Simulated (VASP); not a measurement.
Set up this calculation in VASP 6.6.1, as the native input.

```yaml
Task: single point
Functional: PBE
Potentials_or_basis: VASP PAW PBE potentials, release 64 (Au)
Cutoff: 520 eV
k_mesh: 16 × 16 × 10
Occupations: gaussian, width 0.1 eV
Spin: no spin polarisation
Dipole_correction: no
Further_INCAR_settings: ALGO = Fast; EDIFF = 1e-06; NBANDS = 18
```

The structure of Au lies in POSCAR:

```
Au
1.0
    1.4096619640     -2.5136160777      0.0000000000
    1.4096619640      2.5136160777      0.0000000000
    0.0000000000      0.0000000000      4.7793427491
Au
2
Direct
    0.6631799600      0.3368200400      0.2500000000
    0.3368200400      0.6631799600      0.7500000000
```

These files were run (other wordings do the same):

INCAR

```
SYSTEM = Au
PREC = Accurate ; ENCUT = 520
EDIFF = 1E-6 ; ISMEAR = 0
SIGMA = 0.1 ; LREAL = .FALSE.
LASPH = .TRUE. ; NELM = 100
ALGO = Fast ; ISIF = 2
LWAVE = .FALSE. ; LCHARG = .FALSE.
GGA = PE ; NBANDS = 18
```

KPOINTS

```
Automatic mesh
0
G
  16 16 10
  0 0 0
```

Potentials or basis: VASP PAW PBE potentials, release 64 (Au).

Run with:

```sh
$ cat potpaw_PBE.64/Au/POTCAR > POTCAR
$ mpirun -np 1 vasp_std > vasp.out
```

It gave:

| Quantity | Value |
| --- | --- |
| Pressure | 9.9 GPa |
| Band gap on the k mesh | zero (bands 11 and 12 overlap by 6.63 eV) |

Caveat: the cell stands under pressure; spin-orbit coupling is left out, which moves the levels of the heavy elements.

Run time: 3.9 min on 1 thread of Intel Xeon 8259CL, on a shared host, peak memory 0.33 GiB.
